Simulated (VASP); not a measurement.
**P: single point with PBE**

System: P, a slab with vacuum.

```
CELL_PARAMETERS angstrom
-3.30312 0.00000 0.00000
0.00000 0.00000 -4.63497
0.00000 -69.72593 0.00000
ATOMIC_POSITIONS crystal
P 0.00000 0.37849 0.01510
P 0.00000 0.44322 0.51510
P 0.00000 0.62151 0.48490
P 0.00000 0.55678 0.98490
P 0.50000 0.94322 0.48490
P 0.50000 0.87849 0.98490
P 0.50000 0.05678 0.01510
P 0.50000 0.12151 0.51510
```

```json
{
  "Program": "VASP 6.6.1",
  "Task": "single point",
  "Functional": "PBE",
  "Potentials or basis": "VASP PAW PBE potentials, release 64 (P)",
  "Cutoff": "500 eV",
  "k mesh": "8 × 6 × 1",
  "Occupations": "gaussian, width 0.05 eV",
  "Spin": "no spin polarisation",
  "Dipole correction": "no",
  "Further INCAR settings": "ALGO = Normal; EDIFF = 1e-06; NBANDS = 30"
}
```

```yaml
Largest_force: 0.050 eV/Å
Band_gap_on_the_k_mesh: 0.93 eV
```

Forces on the atoms (eV/Å):
```
P    0.000  0.035  0.035
P    0.000  0.035  0.035
P    0.000 -0.035 -0.035
P    0.000 -0.035 -0.035
P    0.000 -0.035  0.035
P    0.000 -0.035  0.035
P    0.000  0.035 -0.035
P    0.000  0.035 -0.035
```

Levels at points of the mesh, in eV from the valence-band top:
```
           k point  band 16  band 17  band 18  band 19  band 20  band 21  band 22  band 23  band 24  band 25
(0.00, 0.00, 0.00)    -1.70    -1.63    -1.63     0.00     0.00     0.93     0.93     1.68     1.68     2.70
(0.50, 0.00, 0.00)    -2.69    -1.92    -1.92    -1.92    -1.92     1.25     1.25     1.25     1.25     2.20
(0.00, 0.50, 0.00)    -2.49    -1.27    -1.27    -1.27    -1.27     2.12     2.12     2.12     2.12     3.65
(0.50, 0.50, 0.00)    -4.54    -1.09    -1.09    -1.09    -1.09     2.41     2.41     2.41     2.41     3.81
```

Run time: 17 min on 1 thread of Intel Xeon 8259CL (shared host), peak memory 1.1 GiB.

Caveat: there is no dipole correction, which matters where the two faces differ.
